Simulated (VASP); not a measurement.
# PbF2 (Pnma) in VASP: relaxation of cell and atoms with PBEsol

Aim: the relaxation of cell and atoms of PbF2 with PBEsol.

All numbers are computed with VASP 6.6.1; they aren't measurements. Logs are shortened: lines on timing, memory, paths and dates and some standing lists are left out, and cuts for length are marked.

## Step 1: The cell of the first run

The structure is orthorhombic, space group Pnma (No. 62). Conventional cell: a = 6.141 Å, b = 3.761 Å, c = 7.474 Å, α = 90.00°, β = 90.00°, γ = 90.00°. Within 3.2 Å of Pb (site symmetry m) lie 9 F at 2.40 to 2.81 Å. Within 3.2 Å of F (site symmetry m) lie 4 Pb at 2.40 to 2.49 Å and 8 F at 2.72 to 3.00 Å. F (site symmetry m) has 5 Pb at 2.48 to 2.81 Å and 10 F at 2.83 to 3.30 Å within 3.4 Å.

## Step 2: Relaxation of cell and atoms, PBEsol, target pressure 6.55 GPa, at which the enthalpy is minimised

Input file INCAR:

```
PREC = Accurate ; ENCUT = 600
EDIFF = 1E-7 ; ISMEAR = 0
SIGMA = 0.01 ; LREAL = F
LASPH = T ; NELM = 120
ALGO = Normal ; ISIF = 3
LWAVE = F ; LCHARG = F
GGA = PS ; IBRION = 2
NSW = 80 ; EDIFFG = -0.002
PSTRESS = 65.5 ; GGA_COMPAT = F
NELMIN = 4 ; KPAR = 4
```

Input file KPOINTS:

```
Automatic mesh
0
Gamma
  4 6 4
```

Input file POSCAR:

```
PbF2
1.0
    6.1410531060      0.0000000000      0.0000000000
    0.0000000000      3.7610885823      0.0000000000
    0.0000000000      0.0000000000      7.4740720315
Pb F
4 8
Direct
    0.7450689315      0.7500000000      0.1160303348
    0.2549310685      0.2500000000      0.8839696652
    0.7549310685      0.2500000000      0.6160303348
    0.2450689315      0.7500000000      0.3839696652
    0.1417680465      0.7500000000      0.0616901289
    0.8582319535      0.2500000000      0.9383098711
    0.3582319535      0.2500000000      0.5616901289
    0.6417680465      0.7500000000      0.4383098711
    0.5386102217      0.7500000000      0.8310583488
    0.4613897783      0.2500000000      0.1689416512
    0.9613897783      0.2500000000      0.3310583488
    0.0386102217      0.7500000000      0.6689416512
```

Potentials or basis: VASP PAW PBE potentials, release 64 (Pb_d, F).

On the command line:

```
cat potpaw_PBE.64/Pb_d/POTCAR potpaw_PBE.64/F/POTCAR > POTCAR
mpirun -np 4 vasp_std > vasp.out
```

OUTCAR:

```text
PREC = Accurate
   ENCUT = 600
   EDIFF = 1E-7
   ISMEAR = 0
   LREAL = F
   LASPH = T
   NELM = 120
   ISIF = 3
   GGA = PS
   IBRION = 2
   NSW = 80
   EDIFFG = -0.002
   PSTRESS = 65.5
   NELMIN = 4

 ion  position               nearest neighbor table
   1  0.745  0.750  0.116-   6 2.40   6 2.40   5 2.47   9 2.48   8 2.49  10 2.59  10 2.59  11 2.81
                            11 2.81   4 3.67   4 3.67   2 3.95   2 3.95   2 4.04   2 4.04
   2  0.255  0.250  0.884-   5 2.40   5 2.40   6 2.47  10 2.48   7 2.49   9 2.59   9 2.59  12 2.81
                            12 2.81   3 3.67   3 3.67   1 3.95   1 3.95   1 4.04   1 4.04
   3  0.755  0.250  0.616-   8 2.40   8 2.40   7 2.47  11 2.48   6 2.49  12 2.59  12 2.59   9 2.81
                             9 2.81   2 3.67   2 3.67   4 3.95   4 3.95   4 4.04   4 4.04
   4  0.245  0.750  0.384-   7 2.40   7 2.40   8 2.47  12 2.48   5 2.49  11 2.59  11 2.59  10 2.81
                            10 2.81   1 3.67   1 3.67   3 3.95   3 3.95   3 4.04   3 4.04
   5  0.142  0.750  0.062-   2 2.40   2 2.40   1 2.47   4 2.49
   6  0.858  0.250  0.938-   1 2.40   1 2.40   2 2.47   3 2.49
   7  0.358  0.250  0.562-   4 2.40   4 2.40   3 2.47   2 2.49
   8  0.642  0.750  0.438-   3 2.40   3 2.40   4 2.47   1 2.49
   9  0.539  0.750  0.831-   1 2.48   2 2.59   2 2.59   3 2.81   3 2.81
  10  0.461  0.250  0.169-   2 2.48   1 2.59   1 2.59   4 2.81   4 2.81
  11  0.961  0.250  0.331-   3 2.48   4 2.59   4 2.59   1 2.81   1 2.81
  12  0.039  0.750  0.669-   4 2.48   3 2.59   3 2.59   2 2.81   2 2.81

  LATTYP: Found a simple orthorhombic cell.
 ALAT       =     3.7610885823
 B/A-ratio  =     1.6327860862
 C/A-ratio  =     1.9872097846

  Lattice vectors:

 A1 = (   0.0000000000,  -3.7610885823,   0.0000000000)
 A2 = (   6.1410531060,   0.0000000000,   0.0000000000)
 A3 = (   0.0000000000,   0.0000000000,   7.4740720315)

Analysis of symmetry for initial positions (statically):
=====================================================================
 Subroutine PRICEL returns:
 Original cell was already a primitive cell.

 Routine SETGRP: Setting up the symmetry group for a
 simple orthorhombic supercell.

 Subroutine GETGRP returns: Found  8 space group operations
 (whereof  2 operations were pure point group operations)
 out of a pool of  8 trial point group operations.

The static configuration has the point symmetry S_2 .
 The point group associated with its full space group is D_2h.

Analysis of symmetry for dynamics (positions and initial velocities):
=====================================================================
 Subroutine PRICEL returns:
 Original cell was already a primitive cell.

 Routine SETGRP: Setting up the symmetry group for a
 simple orthorhombic supercell.

 Subroutine GETGRP returns: Found  8 space group operations
 (whereof  2 operations were pure point group operations)
 out of a pool of  8 trial point group operations.

The dynamic configuration has the point symmetry S_2 .
 The point group associated with its full space group is D_2h.

 Subroutine INISYM returns: Found  8 space group operations
 (whereof  2 operations are pure point group operations),
 and found     1 'primitive' translations

----------------------------------------------------------------------------------------

                                     Primitive cell

  volume of cell :     172.6290

  direct lattice vectors                    reciprocal lattice vectors
     6.141053106  0.000000000  0.000000000     0.162838520  0.000000000  0.000000000
     0.000000000  3.761088582  0.000000000     0.000000000  0.265880470  0.000000000
     0.000000000  0.000000000  7.474072032     0.000000000  0.000000000  0.133795874

  length of vectors
     6.141053106  3.761088582  7.474072032     0.162838520  0.265880470  0.133795874

  position of ions in fractional coordinates (direct lattice)
     0.745068932  0.750000000  0.116030335
     0.254931068  0.250000000  0.883969665
     0.754931068  0.250000000  0.616030335
     0.245068932  0.750000000  0.383969665
     0.141768046  0.750000000  0.061690129
     0.858231954  0.250000000  0.938309871
     0.358231954  0.250000000  0.561690129
     0.641768046  0.750000000  0.438309871
     0.538610222  0.750000000  0.831058349
     0.461389778  0.250000000  0.168941651
     0.961389778  0.250000000  0.331058349
     0.038610222  0.750000000  0.668941651

  ion indices of the primitive-cell ions
[... 32 lines left out ...]
  Shift w.r.t. Gamma in fractional coordinates (k-lattice)
     0.000000000  0.000000000  0.000000000

 Subroutine IBZKPT returns following result:
 ===========================================

 Found     36 irreducible k-points:

 Following reciprocal coordinates:
            Coordinates               Weight
  0.000000  0.000000  0.000000      1.000000
  0.250000  0.000000  0.000000      2.000000
  0.500000  0.000000  0.000000      1.000000
  0.000000  0.166667  0.000000      2.000000
  0.250000  0.166667  0.000000      4.000000
  0.500000  0.166667  0.000000      2.000000
[... 16 lines left out ...]
  0.250000  0.500000  0.250000      4.000000
  0.500000  0.500000  0.250000      2.000000
 [... further k-points ...]
   k-points           NKPTS =     36   k-points in BZ     NKDIM =     36   number of bands    NBANDS=     67
   number of dos      NEDOS =    301   number of ions     NIONS =     12
   total plane-waves  NPLWV =  90000
   dimension x,y,z NGX =    50 NGY =   30 NGZ =   60
   dimension x,y,z NGXF=   100 NGYF=   60 NGZF=  120
   ions per type =               4   8
   NGX,Y,Z   is equivalent  to a cutoff of  13.54, 13.26, 13.35 a.u.
   NGXF,Y,Z  is equivalent  to a cutoff of  27.07, 26.52, 26.69 a.u.
 SYSTEM =  unknown system
   PREC   = accura    normal or accurate (medium, high low for compatibility)
   ISTART =      0    job   : 0-new  1-cont  2-samecut
   ICHARG =      2    charge: 1-file 2-atom 10-const
   ISPIN  =      1    spin polarized calculation?
   LNONCOLLINEAR =      F non collinear calculations
   LSORBIT =      F    spin-orbit coupling
   LASPH  =      T    aspherical Exc in radial PAW
   ENCUT  =  600.0 eV  44.10 Ry    6.64 a.u.  12.27  7.51 14.93*2*pi/ulx,y,z
   NELM   =    120;   NELMIN=  4; NELMDL= -5     # of ELM steps
   EDIFF  = 0.1E-06   stopping-criterion for ELM
   LREAL  =      F    real-space projection
   EDIFFG = -.2E-02   stopping-criterion for IOM
   NSW    =     80    number of steps for IOM
   IBRION =      2    ionic relax: 0-MD 1-quasi-New 2-CG
   NFREE  =      1    steps in history (QN), initial steepest desc. (CG)
   ISIF   =      3    stress and relaxation
   ISYM   =      2    0-nonsym 1-usesym 2-fastsym
   POTIM  = 0.5000    time-step for ionic-motion
   TEBEG  =    0.0;   TEEND  =   0.0 temperature during run
   PSTRESS=   65.5 pullay stress
   NELECT =     112.0000    total number of electrons
   NUPDOWN=      -1.0000    fix difference up-down
   EMIN   =  10.00;   EMAX   =-10.00  energy-range for DOS
   EFERMI =   0.00;   METHOD = LEGACY
   ISMEAR =     0;   SIGMA  =   0.01  broadening in eV -4-tet -1-fermi 0-gaus
   EFERMI_NEDOS =   21; number of points for ismear=-14 and -15
   IALGO  =     38    algorithm
   IMIX   =      4    mixing-type and parameters
     AMIX     =   0.40;   BMIX     =  1.00
     AMIX_MAG =   1.60;   BMIX_MAG =  1.00
  volume/ion in A,a.u.               =      14.39        97.08
  Fermi-wavevector in a.u.,A,eV,Ry     =   1.417238  2.678192 27.328185  2.008565
  Thomas-Fermi vector in A             =   2.538489
   LORBIT       =      0    0 simple, 1 ext, 2 COOP (PROOUT), +10 PAW based schemes
   GGA     = PS    functional components
   LHFCALC =     F    Hartree Fock is set to
   AEXX    =    0.0000 exact exchange contribution
   IVDW    =     0    specifies the selected vdW correction
   LEPSILON=     F    determine dielectric tensor
   LRPA    =     F    only Hartree local field effects (RPA)
 conjugate gradient relaxation of ions
 non-spin polarized calculation
 Gauss-broadening in eV      SIGMA  =   0.01
  energy-cutoff  :      600.00
  volume of cell :      172.63
 maximum number of plane-waves:      5823
 NGX is ok and might be reduce to    50
   NGX = 25   NGY = 15   NGZ = 29

--------------------------------------- Ionic step        1  -------------------------------------------

 number of electron     112.0000003 magnetization

 Free energy of the ion-electron system (eV)
  ---------------------------------------------------
  ext. energy  EPLUGINS =         0.00000000
  ---------------------------------------------------
  free energy    TOTEN  =       -59.29544289 eV

  energy without entropy =      -59.29544289  energy(sigma->0) =      -59.29544289

------------------------ aborting loop because EDIFF is reached ----------------------------------------

  FORCE on cell =-STRESS in cart. coord.  units (eV):
  Direction    XX          YY          ZZ          XY          YZ          ZX
  --------------------------------------------------------------------------------------
  -------------------------------------------------------------------------------------
  Total        6.7654680      6.8364381      6.8277906      0.0000000      0.0000000      0.0000000
  in kB       62.7906140     63.4492908     63.3690336      0.0000000      0.0000000      0.0000000
  external PRESSURE =      -2.2970205 kB  Pullay stress =      65.5000000 kB
[... 127 lines left out ...]
  energy  without entropy=      -59.2792669691  energy(sigma->0) =      -59.27926697

  enthalpy is  TOTEN    =       -52.2383713010 eV   P V=        7.0408956681

[... ionic steps 4 to 12 ...]

--------------------------------------- Ionic step       13  -------------------------------------------

 number of electron     111.9999988 magnetization

------------------------ aborting loop because EDIFF is reached ----------------------------------------
[... 91 lines left out ...]
--------------------------------------- Ionic step       15  -------------------------------------------

 number of electron     111.9999988 magnetization

 Free energy of the ion-electron system (eV)
  ---------------------------------------------------
  ext. energy  EPLUGINS =         0.00000000
  ---------------------------------------------------
  free energy    TOTEN  =       -59.27261412 eV

  energy without entropy =      -59.27261412  energy(sigma->0) =      -59.27261412

 E-fermi :   3.9886     XC(G=0): -10.9003

 val. band max:        3.9033615325   @ k =   0.0000   0.3333   0.0000
 cond. band min:       7.8352840652   @ k =   0.0000   0.0000   0.0000
 fundamental gap:      3.9319225327
 Fermi energy:         3.9885636035

 k-point     1 :       0.0000    0.0000    0.0000
  band No.  band energies     occupation
      1     -18.1825      2.00000
      2     -17.9940      2.00000
      3     -17.6824      2.00000
      4     -17.6695      2.00000
      5     -17.2318      2.00000
      6     -17.2025      2.00000
[... 1669 lines left out ...]
     66      11.8905      0.00000
     67      11.8905      0.00000

 [... further k-points ...]

------------------------ aborting loop because EDIFF is reached ----------------------------------------

  FORCE on cell =-STRESS in cart. coord.  units (eV):
  Direction    XX          YY          ZZ          XY          YZ          ZX
  --------------------------------------------------------------------------------------
  -------------------------------------------------------------------------------------
  Total        7.0340048      7.0238592      7.0147552      0.0000000      0.0000000      0.0000000
  in kB       65.5017872     65.4073101     65.3225321      0.0000000      0.0000000      0.0000000
  external PRESSURE =      -0.0894569 kB  Pullay stress =      65.5000000 kB
[... 31 lines left out ...]
  energy  without entropy=      -59.2726141236  energy(sigma->0) =      -59.27261412

  enthalpy is  TOTEN    =       -52.2388012903 eV   P V=        7.0338128333

 reached required accuracy - stopping structural energy minimisation
```

Wall time 13 min (4 MPI ranks of Intel Xeon Platinum 8488C (Sapphire Rapids), shared host); peak memory 0.53 GiB.

What came out:

| Property | Result |
| --- | --- |
| Free energy | -59.2726 eV |
| Relaxed volume | 14.34 Å³/atom |
| Relaxed cell | a = 6.125 Å, b = 3.758 Å, c = 7.474 Å, α = 90.00°, β = 90.00°, γ = 90.00° |
| Space group after relaxing (to 0.1 Å) | Pnma (No. 62) |
| Energy change on relaxing (the run minimises the enthalpy) | +1.9 meV/atom |
| Ionic steps | 15 |
| Pressure after relaxing | 6.5 GPa |
| Band gap on the k mesh | 3.93 eV (least direct gap 4.17 eV) |

The path:
```csv
step,energy change (eV),largest force (eV/Å),pressure (GPa),volume (Å³)
1,0.0000,0.0145,6.32,172.63
2,0.0207,0.0178,6.65,172.11
3,0.0162,0.0177,6.58,172.23
4,0.0167,0.0133,6.57,172.21
5,0.0180,0.0108,6.54,172.18
6,0.0192,0.0091,6.56,172.14
7,0.0222,0.0071,6.58,172.07
8,0.0185,0.0043,6.50,172.16
9,0.0189,0.0044,6.51,172.15
10,0.0202,0.0032,6.52,172.12
11,0.0224,0.0039,6.55,172.06
12,0.0229,0.0031,6.55,172.05
13,0.0241,0.0026,6.57,172.02
14,0.0219,0.0011,6.53,172.08
15,0.0228,0.0018,6.54,172.05
```

Final structure:
```
Pb F
1.0
     6.12481    0.00000    0.00000
     0.00000    3.75850    0.00000
     0.00000    0.00000    7.47401
Pb F
4 8
Direct
  0.74508 0.75000 0.11657
  0.25492 0.25000 0.88343
  0.75492 0.25000 0.61657
  0.24508 0.75000 0.38343
  0.14199 0.75000 0.06182
  0.85801 0.25000 0.93818
  0.35801 0.25000 0.56182
  0.64199 0.75000 0.43818
  0.53914 0.75000 0.82966
  0.46086 0.25000 0.17034
  0.96086 0.25000 0.32966
  0.03914 0.75000 0.67034
```

Caveat: the cell is relaxed towards a set pressure, so the run minimises the enthalpy, not the energy; the PAW data sets were made with another functional, which shifts forces and pressure a little; spin-orbit coupling is left out, which moves the levels of the heavy elements. A k mesh can miss the band edges.
